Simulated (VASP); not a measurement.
Wanted: the native input for a VASP 6.6.1 run.

```yaml
Task: single point
Functional: LDA
Potentials_or_basis: VASP PAW LDA potentials, release 64 (Sr_sv, S, O)
Cutoff: 520 eV
k_mesh: 4 × 4 × 3
Occupations: fermi-dirac, width 0.05 eV
Spin: no spin polarisation
Dipole_correction: no
Further_INCAR_settings: ALGO = Normal; EDIFF = 1e-07; NBANDS = 24
```

The structure of Sr2SO lies in POSCAR:

```
Sr2SO
1.0
    4.0432370000      0.0000000000      0.0000000000
    0.0000000000      4.0432370000      0.0000000000
    0.0000000000      0.0000000000      5.7180000000
Sr S O
2 1 1
Direct
    0.5000000000      0.5000000000      0.5000000000
    0.0000000000      0.0000000000      0.0000000000
    0.0000000000      0.0000000000      0.5000000000
    0.5000000000      0.5000000000      0.0000000000
```

One way to write it, as run:

INCAR

```
SYSTEM = Sr2SO
ALGO = Normal
EDIFF = 1E-7
ENCUT = 520
ISIF = 2
ISMEAR = -1
LASPH = .TRUE.
LCHARG = .FALSE.
LREAL = .FALSE.
LWAVE = .FALSE.
NBANDS = 24
NELM = 60
PREC = Accurate
SIGMA = 0.05
```

KPOINTS

```
k-points
0
G
  4 4 3
  0 0 0
```

Potentials or basis: VASP PAW LDA potentials, release 64 (Sr_sv, S, O).

Launch:

```console
$ cat potpaw_LDA.64/Sr_sv/POTCAR potpaw_LDA.64/S/POTCAR potpaw_LDA.64/O/POTCAR > POTCAR
$ mpirun -np 1 vasp_std > vasp.out
```

Results of the run:

```json
{"Pressure": "-4.5 GPa", "Band gap on the k mesh": "2.11 eV"}
```

Caveat: the cell stands under tension; an odd mesh through Γ misses points on the zone boundary, where band edges can lie.

It took 57 s on 1 thread of AMD EPYC 7R13, with other jobs on the host, peak memory 0.15 GiB.
